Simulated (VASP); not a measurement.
# HfSi2O6 (C2) in VASP: further runs

HfSi2O6 is run at these levels: PBE, r2SCAN; tasks: single point.

Program: VASP 6.6.1. These are calculated values, not measurements. Logs are shortened: lines on timing, memory, paths and dates and some standing lists are left out, and cuts for length are marked.

### Step 1. The cell of the first run

The structure is monoclinic, space group C2 (No. 5). Conventional cell: a = 9.911 Å, b = 5.016 Å, c = 5.885 Å, α = 90.00°, β = 91.72°, γ = 90.00°. Within 2.6 Å of Hf (site symmetry 2) lie 4 O at 1.94 to 1.96 Å. Si (site symmetry 1) has 4 O at 1.63 to 1.64 Å within 2.2 Å. Within 2.2 Å of O (site symmetry 1) lie 1 Si at 1.63 Å and 1 Hf at 1.94 Å. Within 2.2 Å of O (site symmetry 1) lie 2 Si at 1.64 Å. O (site symmetry 1) has 1 Si at 1.63 Å and 1 Hf at 1.96 Å within 2.2 Å.

### Step 2. Single point, PBE

The input, INCAR:

```
ALGO = Normal ; EDIFF = 1E-7
ENCUT = 520 ; GGA = PE
ISIF = 2 ; ISMEAR = 0
LASPH = T ; LCHARG = F
LREAL = F ; LWAVE = F
NBANDS = 37 ; NELM = 80
PREC = Accurate ; SIGMA = 0.02
```

The input, KPOINTS:

```
k-points
0
Gamma
  6 6 4
```

The input, POSCAR:

```
HfSi2O6
1.0
    4.9553592000     -2.5079402000      0.0000000000
    4.9553592000      2.5079402000      0.0000000000
   -0.1764545000      0.0000000000      5.8822158000
Hf Si O
1 2 6
Direct
    0.4587940000      0.5412060000      0.0000000000
    0.5193970000      0.9865640000      0.6551790000
    0.0134360000      0.4806030000      0.3448210000
    0.7916040000      0.4295670000      0.2022840000
    0.3048400000      0.1550930000      0.4318780000
    0.5704330000      0.2083960000      0.7977160000
    0.1259400000      0.6285810000      0.1826300000
    0.8449070000      0.6951600000      0.5681220000
    0.3714190000      0.8740600000      0.8173700000
```

Potentials or basis: VASP PAW PBE potentials, release 64 (Hf_pv, Si, O).

Launch:

```sh
$ cat potpaw_PBE.64/Hf_pv/POTCAR potpaw_PBE.64/Si/POTCAR potpaw_PBE.64/O/POTCAR > POTCAR
$ mpirun -np 1 vasp_std > vasp.out
```

OUTCAR:

```text
EDIFF = 1E-7
   ENCUT = 520
   GGA = PE
   ISIF = 2
   ISMEAR = 0
   LASPH = T
   LREAL = F
   NELM = 80
   PREC = Accurate

 ion  position               nearest neighbor table
   1  0.459  0.541  0.000-   4 1.94   6 1.94   7 1.96   9 1.96   2 3.41   3 3.41   3 3.49   2 3.49

   2  0.519  0.987  0.655-   6 1.63   9 1.63   5 1.64   8 1.64   3 3.10   3 3.10   1 3.41   1 3.49

   3  0.013  0.481  0.345-   4 1.63   7 1.63   8 1.64   5 1.64   2 3.10   2 3.10   1 3.41   1 3.49

   4  0.792  0.430  0.202-   3 1.63   1 1.94
   5  0.305  0.155  0.432-   2 1.64   3 1.64
   6  0.570  0.208  0.798-   2 1.63   1 1.94
   7  0.126  0.629  0.183-   3 1.63   1 1.96
   8  0.845  0.695  0.568-   3 1.64   2 1.64
   9  0.371  0.874  0.817-   2 1.63   1 1.96

  LATTYP: Found a base centered monoclinic cell.
 ALAT       =     9.9107184000
 B/A-ratio  =     0.5061066411
 C/A-ratio  =     0.5937876151
 COS(beta)  =    -0.0299844762

  Lattice vectors:

 A1 = (   4.9553592000,  -2.5079402000,   0.0000000000)
 A2 = (   4.9553592000,   2.5079402000,   0.0000000000)
 A3 = (  -0.1764545000,   0.0000000000,   5.8822158000)

Analysis of symmetry for initial positions (statically):
=====================================================================
 Subroutine PRICEL returns:
 Original cell was already a primitive cell.

 Routine SETGRP: Setting up the symmetry group for a
 base centered monoclinic supercell.

 Subroutine GETGRP returns: Found  2 space group operations
 (whereof  2 operations were pure point group operations)
 out of a pool of  4 trial point group operations.

The static configuration has the point symmetry C_2 .

Analysis of symmetry for dynamics (positions and initial velocities):
=====================================================================
 Subroutine PRICEL returns:
 Original cell was already a primitive cell.

 Routine SETGRP: Setting up the symmetry group for a
 base centered monoclinic supercell.

 Subroutine GETGRP returns: Found  2 space group operations
 (whereof  2 operations were pure point group operations)
 out of a pool of  4 trial point group operations.

The dynamic configuration has the point symmetry C_2 .

 Subroutine INISYM returns: Found  2 space group operations
 (whereof  2 operations are pure point group operations),
 and found     1 'primitive' translations

----------------------------------------------------------------------------------------

                                     Primitive cell

  volume of cell :     146.2054

  direct lattice vectors                    reciprocal lattice vectors
     4.955359200 -2.507940200  0.000000000     0.100900859 -0.199366795  0.003026820
     4.955359200  2.507940200  0.000000000     0.100900859  0.199366795  0.003026820
    -0.176454500  0.000000000  5.882215800     0.000000000  0.000000000  0.170003963

  length of vectors
     5.553858915  5.553858915  5.884861843     0.223466472  0.223466472  0.170003963

  position of ions in fractional coordinates (direct lattice)
     0.458794000  0.541206000  0.000000000
     0.519397000  0.986564000  0.655179000
     0.013436000  0.480603000  0.344821000
     0.791604000  0.429567000  0.202284000
     0.304840000  0.155093000  0.431878000
     0.570433000  0.208396000  0.797716000
     0.125940000  0.628581000  0.182630000
     0.844907000  0.695160000  0.568122000
     0.371419000  0.874060000  0.817370000

  ion indices of the primitive-cell ions
   primitive index   ion index
                 1           1
                 2           2
                 3           3
                 4           4
                 5           5
                 6           6
                 7           7
                 8           8
                 9           9

----------------------------------------------------------------------------------------

 KPOINTS: k-points

Automatic generation of k-mesh.
 Grid dimensions read from file:
 generate k-points for:    6    6    4

 Generating k-lattice:

  Cartesian coordinates                     Fractional coordinates (reciprocal lattice)
     0.016816810 -0.033227799  0.000504470     0.166666667  0.000000000 -0.000000000
     0.016816810  0.033227799  0.000504470     0.000000000  0.166666667 -0.000000000
     0.000000000  0.000000000  0.042500991     0.000000000  0.000000000  0.250000000

  Length of vectors
     0.037244412  0.037244412  0.042500991

  Shift w.r.t. Gamma in fractional coordinates (k-lattice)
     0.000000000  0.000000000  0.000000000

 Subroutine IBZKPT returns following result:
 ===========================================

 Found     47 irreducible k-points:

 Following reciprocal coordinates:
            Coordinates               Weight
  0.000000  0.000000  0.000000      1.000000
  0.166667  0.000000  0.000000      4.000000
  0.333333 -0.000000  0.000000      4.000000
  0.500000 -0.000000  0.000000      2.000000
  0.166667  0.166667  0.000000      2.000000
  0.333333  0.166667  0.000000      4.000000
[... 16 lines left out ...]
 -0.333333  0.166667  0.250000      4.000000
 -0.166667  0.166667  0.250000      4.000000
 [... further k-points ...]
   k-points           NKPTS =     47   k-points in BZ     NKDIM =     47   number of bands    NBANDS=     37
   number of dos      NEDOS =    301   number of ions     NIONS =      9
   total plane-waves  NPLWV =  84672
   dimension x,y,z NGX =    42 NGY =   42 NGZ =   48
   dimension x,y,z NGXF=    84 NGYF=   84 NGZF=   96
   ions per type =               1   2   6
   NGX,Y,Z   is equivalent  to a cutoff of  12.57, 12.57, 13.56 a.u.
   NGXF,Y,Z  is equivalent  to a cutoff of  25.14, 25.14, 27.12 a.u.
 SYSTEM =  unknown system
   PREC   = accura    normal or accurate (medium, high low for compatibility)
   ISTART =      0    job   : 0-new  1-cont  2-samecut
   ICHARG =      2    charge: 1-file 2-atom 10-const
   ISPIN  =      1    spin polarized calculation?
   LNONCOLLINEAR =      F non collinear calculations
   LSORBIT =      F    spin-orbit coupling
   LASPH  =      T    aspherical Exc in radial PAW
   ENCUT  =  520.0 eV  38.22 Ry    6.18 a.u.  10.33 10.33 10.94*2*pi/ulx,y,z
   NELM   =     80;   NELMIN=  2; NELMDL= -5     # of ELM steps
   EDIFF  = 0.1E-06   stopping-criterion for ELM
   LREAL  =      F    real-space projection
   EDIFFG = 0.1E-05   stopping-criterion for IOM
   NSW    =      0    number of steps for IOM
   IBRION =     -1    ionic relax: 0-MD 1-quasi-New 2-CG
   NFREE  =      0    steps in history (QN), initial steepest desc. (CG)
   ISIF   =      2    stress and relaxation
   ISYM   =      2    0-nonsym 1-usesym 2-fastsym
   POTIM  = 0.5000    time-step for ionic-motion
   TEBEG  =    0.0;   TEEND  =   0.0 temperature during run
   PSTRESS=    0.0 pullay stress
   NELECT =      54.0000    total number of electrons
   NUPDOWN=      -1.0000    fix difference up-down
   EMIN   =  10.00;   EMAX   =-10.00  energy-range for DOS
   EFERMI =   0.00;   METHOD = LEGACY
   ISMEAR =     0;   SIGMA  =   0.02  broadening in eV -4-tet -1-fermi 0-gaus
   EFERMI_NEDOS =   21; number of points for ismear=-14 and -15
   IALGO  =     38    algorithm
   IMIX   =      4    mixing-type and parameters
     AMIX     =   0.40;   BMIX     =  1.00
     AMIX_MAG =   1.60;   BMIX_MAG =  1.00
  volume/ion in A,a.u.               =      16.25       109.63
  Fermi-wavevector in a.u.,A,eV,Ry     =   1.174586  2.219647 18.771324  1.379653
  Thomas-Fermi vector in A             =   2.310981
   LORBIT       =      0    0 simple, 1 ext, 2 COOP (PROOUT), +10 PAW based schemes
   GGA     = PE    functional components
   LHFCALC =     F    Hartree Fock is set to
   AEXX    =    0.0000 exact exchange contribution
   IVDW    =     0    specifies the selected vdW correction
   LEPSILON=     F    determine dielectric tensor
   LRPA    =     F    only Hartree local field effects (RPA)
 non-spin polarized calculation
 Gauss-broadening in eV      SIGMA  =   0.02
  energy-cutoff  :      520.00
  volume of cell :      146.21
 maximum number of plane-waves:      3956
 NGX is ok and might be reduce to    42
   NGX = 21   NGY = 21   NGZ = 21

 number of electron      54.0000005 magnetization

 Free energy of the ion-electron system (eV)
  ---------------------------------------------------
  ext. energy  EPLUGINS =         0.00000000
  ---------------------------------------------------
  free energy    TOTEN  =       -77.29244504 eV

  energy without entropy =      -77.29244504  energy(sigma->0) =      -77.29244504

 E-fermi :  -0.3343     XC(G=0):  -8.3574

 val. band max:       -0.4919104699   @ k =   0.0000   0.0000   0.5000
 cond. band min:       4.5355065700   @ k =   0.0000   0.0000   0.0000
 fundamental gap:      5.0274170399
 Fermi energy:        -0.3343375646

 k-point     1 :       0.0000    0.0000    0.0000
  band No.  band energies     occupation
      1     -29.3941      2.00000
      2     -29.3501      2.00000
      3     -29.3227      2.00000
      4     -19.2281      2.00000
      5     -17.7433      2.00000
      6     -17.4865      2.00000
[... 29 lines left out ...]
     36       9.4373      0.00000
     37      10.2415      0.00000

 k-point     2 :       0.1667    0.0000    0.0000
  band No.  band energies     occupation
      1     -29.3947      2.00000
      2     -29.3500      2.00000
      3     -29.3229      2.00000
      4     -19.1542      2.00000
      5     -17.9369      2.00000
      6     -17.3762      2.00000
[... 29 lines left out ...]
     36       9.3598      0.00000
     37      10.1632      0.00000

 k-point     3 :       0.3333   -0.0000    0.0000
  band No.  band energies     occupation
      1     -29.3959      2.00000
      2     -29.3497      2.00000
      3     -29.3233      2.00000
      4     -18.9445      2.00000
      5     -18.2737      2.00000
      6     -17.3278      2.00000
[... 29 lines left out ...]
     36       9.3398      0.00000
     37       9.9802      0.00000

 k-point     4 :       0.5000   -0.0000    0.0000
  band No.  band energies     occupation
      1     -29.3965      2.00000
      2     -29.3496      2.00000
      3     -29.3235      2.00000
      4     -18.6508      2.00000
      5     -18.6143      2.00000
      6     -17.3221      2.00000
[... 29 lines left out ...]
     36       9.4550      0.00000
     37       9.9134      0.00000
[... 683 lines left out ...]
      1     -29.3962      2.00000
      2     -29.3497      2.00000
      3     -29.3239      2.00000
      4     -18.9143      2.00000
      5     -18.2823      2.00000
      6     -17.3591      2.00000
[... 29 lines left out ...]
     36       9.2172      0.00000
     37       9.5808      0.00000

 k-point    23 :      -0.3333    0.1667    0.2500
  band No.  band energies     occupation
      1     -29.3965      2.00000
      2     -29.3497      2.00000
      3     -29.3235      2.00000
      4     -18.6476      2.00000
      5     -18.6092      2.00000
      6     -17.3412      2.00000
[... 29 lines left out ...]
     36       9.2325      0.00000
     37       9.6205      0.00000

 k-point    24 :      -0.1667    0.1667    0.2500
  band No.  band energies     occupation
      1     -29.3957      2.00000
      2     -29.3499      2.00000
      3     -29.3231      2.00000
      4     -18.9314      2.00000
      5     -18.2940      2.00000
      6     -17.4245      2.00000
[... 29 lines left out ...]
     36       9.2276      0.00000
     37      10.0533      0.00000

 [... further k-points ...]

------------------------ aborting loop because EDIFF is reached ----------------------------------------

  FORCE on cell =-STRESS in cart. coord.  units (eV):
  Direction    XX          YY          ZZ          XY          YZ          ZX
  --------------------------------------------------------------------------------------
  -------------------------------------------------------------------------------------
  Total       -0.3206109     -0.3705333     -0.3389859      0.0000000      0.0000000     -0.0359356
  in kB       -3.5133844     -4.0604535     -3.7147441      0.0000000      0.0000000     -0.3937967
  external PRESSURE =      -3.7628607 kB  Pullay stress =       0.0000000 kB

 VOLUME and BASIS-vectors are now :
 -----------------------------------------------------------------------------
  energy-cutoff  :      520.00
  volume of cell :      146.21
      direct lattice vectors                 reciprocal lattice vectors
     4.955359200 -2.507940200  0.000000000     0.100900859 -0.199366795  0.003026820
     4.955359200  2.507940200  0.000000000     0.100900859  0.199366795  0.003026820
    -0.176454500  0.000000000  5.882215800     0.000000000  0.000000000  0.170003963

 POSITION                                       TOTAL-FORCE (eV/Angst)
 -----------------------------------------------------------------------------------
      4.95536      0.20668      0.00000        -0.000000     -0.013743      0.000000
      7.34697      1.17163      3.85390         0.016818     -0.012218     -0.010896
      2.38730      1.17163      2.02831        -0.016818     -0.012218      0.010896
      6.01565     -0.90797      1.18988        -0.105858      0.108408     -0.112241
      2.20293     -0.37556      2.54040         0.004077     -0.004355     -0.003405
      3.71862     -0.90797      4.69234         0.105858      0.108408      0.112241
      3.70670      1.26059      1.07427         0.126654     -0.084964     -0.105822
      7.53134     -0.37556      3.34182        -0.004077     -0.004355      0.003405
      6.02757      1.26059      4.80795        -0.126654     -0.084964      0.105822
 -----------------------------------------------------------------------------------
    total drift:                                0.000000     -0.000030     -0.000000

  FREE ENERGIE OF THE ION-ELECTRON SYSTEM (eV)
  ---------------------------------------------------
  free  energy   TOTEN  =       -77.2924450399 eV

  energy  without entropy=      -77.2924450399  energy(sigma->0) =      -77.29244504
```

It took 2.5 min on 1 thread of Intel Xeon 6975P-C (Granite Rapids), shared host; peak memory 0.41 GiB.

What came out:

```yaml
Free_energy: -77.2924 eV
Pressure: -0.4 GPa
Largest_force: 0.189 eV/Å
Band_gap_on_the_k_mesh: 5.03 eV, indirect (least direct gap 5.29 eV)
```

Forces on the atoms (eV/Å):
```
Hf   0.000 -0.014  0.000
Si   0.017 -0.012 -0.011
Si  -0.017 -0.012  0.011
O   -0.106  0.108 -0.112
O    0.004 -0.004 -0.003
O    0.106  0.108  0.112
O    0.127 -0.085 -0.106
O   -0.004 -0.004  0.003
O   -0.127 -0.085  0.106
```

Caveat: spin-orbit coupling is left out, which moves the levels of the heavy elements.

### Step 3. Single point, r2SCAN

POSCAR is that of step 2.

The input, INCAR.step1:

```
PREC     = Accurate       # precision mode
ENCUT    = 520            # plane-wave cutoff, eV
ISMEAR   = 0              # smearing method
SIGMA    = 0.02           # smearing width, eV
LREAL    = F              # projectors in reciprocal space
LASPH    = T              # aspherical terms in the spheres
NELM     = 60             # most SCF steps
NBANDS   = 37             # bands
GGA      = PE             # functional
ALGO     = Normal         # electronic algorithm
EDIFF    = 1E-4           # SCF threshold, eV
LWAVE    = T              # write WAVECAR
LCHARG   = F              # write CHGCAR
```

The input, INCAR.step2:

```
PREC     = Accurate       # precision mode
ENCUT    = 520            # plane-wave cutoff, eV
EDIFF    = 1E-7           # SCF threshold, eV
ISMEAR   = 0              # smearing method
SIGMA    = 0.02           # smearing width, eV
LREAL    = F              # projectors in reciprocal space
LASPH    = T              # aspherical terms in the spheres
NELM     = 60             # most SCF steps
ALGO     = Normal         # electronic algorithm
ISIF     = 2              # what is computed and relaxed
LWAVE    = F              # write WAVECAR
LCHARG   = F              # write CHGCAR
METAGGA  = R2SCAN         # meta-GGA
LMIXTAU  = T            
NBANDS   = 37             # bands
ISTART   = 1
```

The input, KPOINTS:

```
regular mesh
0
Gamma
  6 6 4
```

Potentials or basis: VASP PAW PBE potentials, release 64 (Hf_pv, Si, O).

Launch:

```sh
$ cat potpaw_PBE.64/Hf_pv/POTCAR potpaw_PBE.64/Si/POTCAR potpaw_PBE.64/O/POTCAR > POTCAR
$ cp INCAR.step1 INCAR
$ mpirun -np 1 vasp_std > vasp.out
$ cp INCAR.step2 INCAR
$ mpirun -np 1 vasp_std > vasp.out
```

Wall time 9.1 min (1 thread of Intel Xeon 6975P-C (Granite Rapids), shared host); peak memory 0.44 GiB.

The run converged. Its results:

```yaml
Free_energy: -127.2674 eV
Pressure: -4.4 GPa
Largest_force: 0.274 eV/Å
Band_gap_on_the_k_mesh: 5.57 eV, indirect (least direct gap 5.83 eV)
```

Forces on the atoms (eV/Å):
```
Hf   0.000 -0.015  0.000
Si   0.026 -0.027  0.011
Si  -0.026 -0.027 -0.011
O    0.121  0.172 -0.044
O    0.116  0.128  0.208
O   -0.121  0.172  0.044
O   -0.068 -0.265 -0.001
O   -0.116  0.128 -0.208
O    0.068 -0.265  0.001
```

Stress tensor (GPa, compression positive):
```
-4.35  0.00 -0.07
 0.00 -4.32  0.00
-0.07  0.00 -4.41
```

Levels at points of the mesh, in eV from the valence-band top:
| k point | band 24 | band 25 | band 26 | band 27 | band 28 | band 29 | band 30 | band 31 |
| --- | --- | --- | --- | --- | --- | --- | --- | --- |
| (0.00, 0.00, 0.00) | -0.81 | -0.58 | -0.29 | -0.26 | 5.57 | 6.94 | 7.03 | 7.54 |
| (0.50, 0.00, 0.00) | -1.01 | -0.80 | -0.37 | -0.08 | 6.80 | 7.21 | 7.58 | 7.71 |
| (0.50, 0.50, 0.00) | -0.94 | -0.67 | -0.45 | -0.10 | 6.73 | 7.06 | 7.40 | 7.69 |
| (0.00, 0.00, 0.50) | -0.80 | -0.60 | -0.06 | 0.00 | 6.75 | 6.95 | 7.42 | 7.44 |
| (0.50, 0.00, 0.50) | -0.88 | -0.57 | -0.48 | -0.19 | 6.91 | 7.21 | 7.57 | 7.92 |
| (0.50, 0.50, 0.50) | -0.84 | -0.77 | -0.47 | -0.38 | 6.70 | 7.21 | 7.37 | 7.50 |

Caveat: the PAW data sets were made with another functional, which shifts forces and pressure a little; spin-orbit coupling is left out, which moves the levels of the heavy elements.
